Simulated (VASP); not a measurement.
# Si16Ge (a cell with a defect) in VASP: notebook, part 2 of 2

VASP 6.6.1. The steps go on from the part before.

## (3) Single point, PBEsol

File INCAR:

```
SYSTEM = Si16Ge
PREC = Accurate
ENCUT = 520
EDIFF = 1E-7
ISMEAR = 0
SIGMA = 0.02
LREAL = Auto
LASPH = .TRUE.
NELM = 60
ALGO = Normal
ISIF = 2
LWAVE = .FALSE.
LCHARG = .FALSE.
GGA = PS
NBANDS = 53
```

File KPOINTS:

```
Automatic mesh
0
G
  2 2 2
  0 0 0
```

File POSCAR:

```
Si16Ge
1.0
    0.0000000000      5.4300000000      5.4300000000
    5.4300000000      0.0000000000      5.4300000000
    5.4300000000      5.4300000000      0.0000000000
Si Ge
16 1
Direct
    0.0339878453     -0.0115583794     -0.0113130755
    0.1301868324      0.1282875691      0.1285207182
   -0.0072711786      0.0085350829      0.5002886740
    0.1309216390      0.1287140884      0.6130220074
   -0.0072567219      0.5000561694      0.0087616943
    0.1309362799      0.6127788214      0.1289451197
   -0.0063458564      0.4997594843      0.4999841621
    0.0948960405      0.6354665746      0.6356969613
    0.5110864641      0.0074560773      0.0076700737
    0.6689385820      0.1101415285      0.1103838858
    0.5106728361      0.0097501842      0.4738413444
    0.6217822284      0.1431058011      0.6183652855
    0.5106750460      0.4736030387      0.0099754144
    0.6217895028      0.6181311234      0.1433377532
    0.4670230203      0.5111060773      0.5113484346
    0.6221158379      0.6180828729      0.6183132597
    0.4273519337      0.8572300184      0.8574681400
```

Potentials or basis: VASP PAW PBE potentials, release 64 (Si, Ge_d).

The run is started by

```sh
cat potpaw_PBE.64/Si/POTCAR potpaw_PBE.64/Ge_d/POTCAR > POTCAR
mpirun -np 1 vasp_std > vasp.out
```

OUTCAR:

```text
SYSTEM = Si16Ge
   PREC = Accurate
   ENCUT = 520
   EDIFF = 1E-7
   ISMEAR = 0
   LREAL = Auto
   LASPH = .TRUE.
   NELM = 60
   ISIF = 2
   GGA = PS

 ion  position               nearest neighbor table
   1  0.034  0.988  0.989-  10 2.29   6 2.36   4 2.36   2 2.36  17 2.47
   2  0.130  0.128  0.129-   3 2.33   5 2.33   1 2.36   9 2.39  17 2.95
   3  0.993  0.009  0.500-  12 2.33   4 2.33   2 2.33   8 2.34
   4  0.131  0.129  0.613-   7 2.33   3 2.33   1 2.36  11 2.38  17 2.94
   5  0.993  0.500  0.009-  14 2.33   6 2.33   2 2.33   8 2.34
   6  0.131  0.613  0.129-   7 2.33   5 2.33   1 2.36  13 2.38  17 2.94
   7  0.994  0.500  0.500-   6 2.33   4 2.33  16 2.33   8 2.34
   8  0.095  0.635  0.636-  15 2.33   7 2.34   5 2.34   3 2.34
   9  0.511  0.007  0.008-  10 2.29   2 2.39  17 2.43  12 2.44  14 2.44
  10  0.669  0.110  0.110-   1 2.29   9 2.29  11 2.29  13 2.29
  11  0.511  0.010  0.474-  10 2.29   4 2.38  17 2.42  12 2.44  16 2.46
  12  0.622  0.143  0.618-  15 2.32   3 2.33  11 2.44   9 2.44  17 2.63
  13  0.511  0.474  0.010-  10 2.29   6 2.38  17 2.42  14 2.44  16 2.46
  14  0.622  0.618  0.143-  15 2.32   5 2.33  13 2.44   9 2.44  17 2.63
  15  0.467  0.511  0.511-  12 2.32  14 2.32  16 2.32   8 2.33
  16  0.622  0.618  0.618-  15 2.32   7 2.33  13 2.46  11 2.46  17 2.62
  17  0.427  0.857  0.857-  13 2.42  11 2.42   9 2.43   1 2.47  16 2.62  14 2.63  12 2.63   6 2.94
[... 212 lines left out ...]
      5     -18.2438      2.00000
      6      -6.5760      2.00000
[... 421 lines left out ...]
     50      10.2025      0.00000
     51      10.3265      0.00000
 [bands above 51 left out]

------------------------ aborting loop because EDIFF is reached ----------------------------------------

  FORCE on cell =-STRESS in cart. coord.  units (eV):
  Direction    XX          YY          ZZ          XY          YZ          ZX
  --------------------------------------------------------------------------------------
  -------------------------------------------------------------------------------------
  Total        8.3549179      8.8402440      8.8460850      0.3523192     -0.1236542      0.3495280
  in kB       41.8045243     44.2328938     44.2621195      1.7628582     -0.6187141      1.7488925
  external PRESSURE =      43.4331792 kB  Pullay stress =       0.0000000 kB

 VOLUME and BASIS-vectors are now :
 -----------------------------------------------------------------------------
  energy-cutoff  :      520.00
  volume of cell :      320.21
      direct lattice vectors                 reciprocal lattice vectors
     0.000000000  5.430000000  5.430000000    -0.092081031  0.092081031  0.092081031
     5.430000000  0.000000000  5.430000000     0.092081031 -0.092081031  0.092081031
     5.430000000  5.430000000  0.000000000     0.092081031  0.092081031 -0.092081031

 POSITION                                       TOTAL-FORCE (eV/Angst)
 -----------------------------------------------------------------------------------
     10.73581      5.55312      5.55179         0.104210     -0.111796     -0.111041
      1.39447      1.40478      1.40352        -0.028702     -0.010881     -0.011202
      2.76291      8.10709      5.43686        -0.036896      0.037119      0.020751
      4.02763      4.03961      1.40982         0.005780      0.023228     -0.005493
      2.76288      5.43817      8.10590        -0.036455      0.021963      0.037015
      4.02756      1.41116      4.03837         0.006146     -0.005343      0.022904
[... 9 lines left out ...]
      6.71363      6.73553      6.73428         0.006191      0.049349      0.049787
      9.31081      6.97657      6.97528         0.144652     -0.141817     -0.141911
 -----------------------------------------------------------------------------------
    total drift:                               -0.002563      0.001935      0.000042

  FREE ENERGIE OF THE ION-ELECTRON SYSTEM (eV)
  ---------------------------------------------------
  free  energy   TOTEN  =       -92.6546630747 eV

  energy  without entropy=      -92.6525092681  energy(sigma->0) =      -92.65358617
```

Run time: 2.7 min. Hardware: 1 thread of Intel Xeon 6975P-C (Granite Rapids), shared host; peak memory 0.49 GiB.

Results:

| Property | Result |
| --- | --- |
| Free energy | -92.6547 eV |
| Pressure | 4.3 GPa |
| Largest force | 0.247 eV/Å |
| Band gap on the k mesh | zero (band 39 reaches 6.84 eV, above the bottom of band 40 at 6.61 eV) |

Forces in eV/Å, atoms in the order of the input:
```
Si   0.104 -0.112 -0.111
Si  -0.029 -0.011 -0.011
Si  -0.037  0.037  0.021
Si   0.006  0.023 -0.005
Si  -0.036  0.022  0.037
Si   0.006 -0.005  0.023
Si  -0.020  0.042  0.041
Si  -0.048  0.052  0.052
Si  -0.064 -0.019 -0.019
Si   0.073 -0.079 -0.079
Si   0.018  0.065 -0.013
Si  -0.048  0.049 -0.001
Si   0.018 -0.012  0.065
Si  -0.048 -0.002  0.049
Si  -0.046  0.043  0.044
Si   0.006  0.049  0.050
Ge   0.145 -0.142 -0.142
```

Caveat: the k points lie up to 0.50 Å⁻¹ apart; the PAW data sets were made with another functional, which shifts forces and pressure a little.
